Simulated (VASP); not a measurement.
# Ge in VASP: notebook, part 2 of 2

VASP 6.6.1. The steps go on from the part before.

## (4) Phonons, r2SCAN

This run uses another cell than the first one, of 22.96 Å³/atom.

File INCAR:

```
SYSTEM = Ge
PREC = Accurate
ENCUT = 520
EDIFF = 1E-8
ISMEAR = 0
SIGMA = 0.01
LREAL = .False.
LASPH = .True.
NELM = 80
ALGO = Normal
ISIF = 2
LWAVE = .False.
LCHARG = .False.
METAGGA = R2SCAN
LMIXTAU = .True.
IBRION = 6
NFREE = 2
POTIM = 0.015
NSW = 1
```

File KPOINTS:

```
Automatic mesh
0
Gamma
  12 12 12
  0 0 0
```

File POSCAR:

```
Ge
1.0
    0.0000000000      2.8375046877      2.8516922112
    2.8375046877      0.0000000000      2.8516922112
    2.8375046877      2.8375046877      0.0000000000
Ge
2
Direct
    0.0000000000      0.0000000000      0.0000000000
    0.2500000000      0.2500000000      0.2500000000
```

Potentials or basis: VASP PAW PBE potentials, release 64 (Ge_d).

Launch:

```sh
$ cat potpaw_PBE.64/Ge_d/POTCAR > POTCAR
$ mpirun -np 1 vasp_std > vasp.out
```

OUTCAR:

```text
SYSTEM = Ge
   PREC = Accurate
   ENCUT = 520
   EDIFF = 1E-8
   ISMEAR = 0
   LREAL = .False.
   LASPH = .True.
   NELM = 80
   ISIF = 2
   METAGGA = R2SCAN
   IBRION = 6
   NFREE = 2
   POTIM = 0.015
   NSW = 1

 ion  position               nearest neighbor table
   1  0.000  0.000  0.000-   2 2.46   2 2.46   2 2.46   2 2.46
   2  0.250  0.250  0.250-   1 2.46   1 2.46   1 2.46   1 2.46

  LATTYP: Found a body centered tetragonal cell.
 ALAT       =     4.0128376126
 C/A-ratio  =     1.4212846302

  Lattice vectors:

 A1 = (  -2.8375046877,   0.0000000000,   2.8516922112)
 A2 = (   2.8375046877,   0.0000000000,   2.8516922112)
 A3 = (   0.0000000000,   2.8375046877,  -2.8516922112)

Analysis of symmetry for initial positions (statically):
=====================================================================
 Subroutine PRICEL returns:
 Original cell was already a primitive cell.

[... 871 lines left out ...]

 INTERNAL STRAIN TENSORS FROM DISPLACED ATOMS
 ============================================

 INTERNAL STRAIN TENSOR FOR ION    1 for displacements in x,y,z  (eV/Angst):
          X           Y           Z          XY          YZ          ZX
  --------------------------------------------------------------------------------
  x     0.00000     0.00000     0.00000     0.00000     8.13881     0.00000
  y     0.00000     0.00000     0.00000     0.00000     0.00000     8.13874
  z     0.00000     0.00000     0.00000     8.09623     0.00000     0.00000

 INTERNAL STRAIN TENSOR FOR ION    2 for displacements in x,y,z  (eV/Angst):
          X           Y           Z          XY          YZ          ZX
  --------------------------------------------------------------------------------
  x     0.00000     0.00000     0.00000     0.00000    -8.13881     0.00000
  y     0.00000     0.00000     0.00000     0.00000     0.00000    -8.13874
  z     0.00000     0.00000     0.00000    -8.09623     0.00000     0.00000

 Eigenvectors and eigenvalues of the dynamical matrix
 ----------------------------------------------------

   1 f  =    8.821391 THz    55.426435 2PiTHz  294.249937 cm-1    36.482326 meV
             X         Y         Z           dx          dy          dz
      0.000000  0.000000  0.000000    -0.000000   -0.707107   -0.000000
      1.418752  1.418752  1.425846     0.000000    0.707107    0.000000
[... 11 lines left out ...]
   4 f  =    0.000000 THz     0.000000 2PiTHz    0.000002 cm-1     0.000000 meV
             X         Y         Z           dx          dy          dz
      0.000000  0.000000  0.000000    -0.577350   -0.288675    0.288676
      1.418752  1.418752  1.425846    -0.577350   -0.288675    0.288676

   5 f/i=    0.000000 THz     0.000000 2PiTHz    0.000000 cm-1     0.000000 meV
             X         Y         Z           dx          dy          dz
      0.000000  0.000000  0.000000    -0.316228   -0.000000   -0.632455
      1.418752  1.418752  1.425846    -0.316228   -0.000000   -0.632455

   6 f/i=    0.000000 THz     0.000001 2PiTHz    0.000004 cm-1     0.000001 meV
             X         Y         Z           dx          dy          dz
      0.000000  0.000000  0.000000    -0.258199    0.645497    0.129099
      1.418752  1.418752  1.425846    -0.258199    0.645497    0.129099

 ELASTIC MODULI CONTR FROM IONIC RELAXATION (kBar)
 Direction    XX          YY          ZZ          XY          YZ          ZX
 --------------------------------------------------------------------------------
 XX           0.0000      0.0000      0.0000      0.0000      0.0000      0.0000
 YY           0.0000      0.0000      0.0000      0.0000      0.0000      0.0000
 ZZ           0.0000      0.0000      0.0000      0.0000      0.0000      0.0000
 XY           0.0000      0.0000      0.0000   -198.4723      0.0000      0.0000
 YZ           0.0000      0.0000      0.0000      0.0000   -199.9343      0.0000
 ZX           0.0000      0.0000      0.0000      0.0000      0.0000   -199.9308
 --------------------------------------------------------------------------------
```

OSZICAR:

```text
N       E                     dE             d eps       ncg     rms          rms(c)
DAV:   1     0.144634846838E+03    0.14463E+03   -0.15801E+04  5934   0.432E+03
DAV:   2    -0.921734297708E+01   -0.15385E+03   -0.15154E+03  5884   0.548E+02
DAV:   3    -0.297798016407E+02   -0.20562E+02   -0.20404E+02  6372   0.150E+02
[... 73 lines left out ...]
DAV:   8    -0.277428289758E+02   -0.49093E-05   -0.71164E-06 10090   0.274E-02    0.367E-04
DAV:   9    -0.277428306403E+02   -0.16645E-05   -0.83403E-07 10120   0.101E-02    0.150E-04
DAV:  10    -0.277428309176E+02   -0.27737E-06   -0.53961E-07  9432   0.471E-03    0.721E-05
DAV:  11    -0.277428309741E+02   -0.56463E-07   -0.25384E-08  8338   0.139E-03    0.481E-05
DAV:  12    -0.277428309493E+02    0.24738E-07   -0.72872E-09  7660   0.104E-03    0.175E-05
DAV:  13    -0.277428309572E+02   -0.78380E-08   -0.28570E-09  5368   0.473E-04
   5 F= -.27742831E+02 E0= -.27742831E+02  d E =-.358299E-25
```

stdout:

```text
POSCAR found type information on POSCAR Ge
 POSCAR found :  1 types and       2 ions
 scaLAPACK will be used
 -----------------------------------------------------------------------------
|                                                                             |
|                                                                             |
|     You enforced a specific xc type in the INCAR file but a different       |
|     I HOPE YOU KNOW WHAT YOU ARE DOING!                                     |
|                                                                             |
 -----------------------------------------------------------------------------

 LDA part: xc-table for (None), standard interpolation
 POSCAR, INCAR and KPOINTS ok, starting setup
 FFT: planning ... GRIDC
 FFT: planning ... GRID_SOFT
 FFT: planning ... GRID
 WAVECAR not read
 entering main loop
 Found     2 degrees of freedom:
 Finite differences POTIM= 0.01500 DOF=   2
 bond charge predicted
 Finite differences progress:
 bond charge predicted
 Finite differences progress:
 bond charge predicted
 Finite differences progress:
 bond charge predicted
 Finite differences progress:
```

Wall time 88 min (1 thread of Oxide Virtual Turin-like, shared host); peak memory 0.56 GiB.

What came out:

```
Highest phonon frequency at Γ : 294 cm⁻¹
```

Phonon frequencies in cm⁻¹ (negative: imaginary):
```csv
q point,frequencies
"(0.000, 0.000, 0.000)",0 0 0 294 294 294
```

Caveat: the PAW data sets were made with another functional, which shifts forces and pressure a little.
